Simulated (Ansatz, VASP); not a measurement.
## One calculation of PtRhSe3, two programs

Contents of INCAR:

```
ALGO     = Normal         # electronic algorithm
EDIFF    = 1E-7           # SCF threshold, eV
EDIFFG   = -0.04          # ionic threshold
ENCUT    = 500            # plane-wave cutoff, eV
GGA      = PE             # functional
GGA_COMPAT= False        
IBRION   = 2              # ionic algorithm
ISIF     = 3              # what is computed and relaxed
ISMEAR   = 0              # smearing method
ISPIN    = 2              # spin polarisation
LASPH    = True           # aspherical terms in the spheres
LCHARG   = False          # write CHGCAR
LMAXMIX  = 4              # l up to which the mixer works
LORBIT   = 11             # projections on sites
LREAL    = False          # projectors in reciprocal space
LWAVE    = False          # write WAVECAR
MAGMOM   = 1 0 0 0 0      # initial moments
NELM     = 200            # most SCF steps
NELMIN   = 4            
NSW      = 90             # ionic steps
PREC     = Accurate       # precision mode
SIGMA    = 0.1            # smearing width, eV
```

File KPOINTS:

```
k-points
0
Gamma
  4 4 4
```

POSCAR

```
PtRhSe3
1.0
    4.6164093900      0.0000000000      0.0000000000
    0.0000000000      4.6164093900      0.0000000000
    0.0000000000      0.0000000000      4.6164093900
Rh Pt Se
1 1 3
Direct
    0.0000000000      0.0000000000      0.0000000000
    0.5000000000      0.5000000000      0.5000000000
    0.0000000000      0.5000000000      0.5000000000
    0.5000000000      0.0000000000      0.5000000000
    0.5000000000      0.5000000000      0.0000000000
```

Input for Ansatz:

```yaml
crystal:
  lattice:
    - [4.61640939, 0.0, 0.0]
    - [0.0, 4.61640939, 0.0]
    - [0.0, 0.0, 4.61640939]
  atoms:
    - { symbol: Rh, position: [0.0, 0.0, 0.0], spin: 1.0 }
    - { symbol: Pt, position: [0.5, 0.5, 0.5] }
    - { symbol: Se, position: [0.0, 0.5, 0.5] }
    - { symbol: Se, position: [0.5, 0.0, 0.5] }
    - { symbol: Se, position: [0.5, 0.5, 0.0] }
basis:
  ecutwfc: 420
kpoints:
  mp_grid: { grid: [4, 4, 4] }
hamiltonian:
  xc: pbe
scf:
  occupations: { method: gaussian, width: 0.1 }
  lower_state_search: "off"
output:
  forces: true
  stress: true
  eigenvalues: true
  populations: true
magnetization:
  spin_polarized: true
relax:
  adjacent_minimum: "off"
  f_tol: 0.04
  max_steps: 70
  cell: { stress_tol: 0.4 }
```

Change from the starting cell: species swapped into the TiPbO3 type (Pm-3m, No. 221).

Alike in both runs: task relaxation of cell and atoms; functional PBE; k mesh 4 × 4 × 4; occupations gaussian, width 0.1 eV; collinear spin.

|  | VASP | Ansatz |
| --- | --- | --- |
| version | VASP 6.6.1 | Ansatz 0.2.0 |
| potentials or method | VASP PAW PBE potentials, release 64 (Rh_pv, Pt, Se), cutoff 500 eV | scalar-relativistic, plane waves, PAW |
| valence electrons in the cell | 43 | 83 |

Ansatz gave:

- gap on the k mesh at the Fermi level, each at its own relaxed structure (eV): none
- net moment per atom (μB): 0.40
- size of the moment on the site where the two differ most (μB): 1.42
- relaxed volume (Å³/atom): 23.84
- relaxed cell length with the largest relative difference (Å): 4.922

Task: What did VASP give for the same quantities?

Result: gap on the k mesh at the Fermi level, each at its own relaxed structure (eV): none; net moment per atom (μB): 0.00; size of the moment on the site where the two differ most (μB): 0.01; relaxed volume (Å³/atom): 23.71; relaxed cell length with the largest relative difference (Å): 4.912.

The net moments are unlike, so the other rows may belong to different states. Site moments also hang on the region over which each program counts them. A gap of «none» marks a metal or a gap that the smearing closes. VASP's potentials hold 43 valence electrons a cell and Ansatz's 83, so a difference there can come from the potentials and not from the codes.

Spin-orbit coupling is off throughout. Noted on VASP's run: the volume moved by over 15 % at a fixed basis, so the end points are rough.
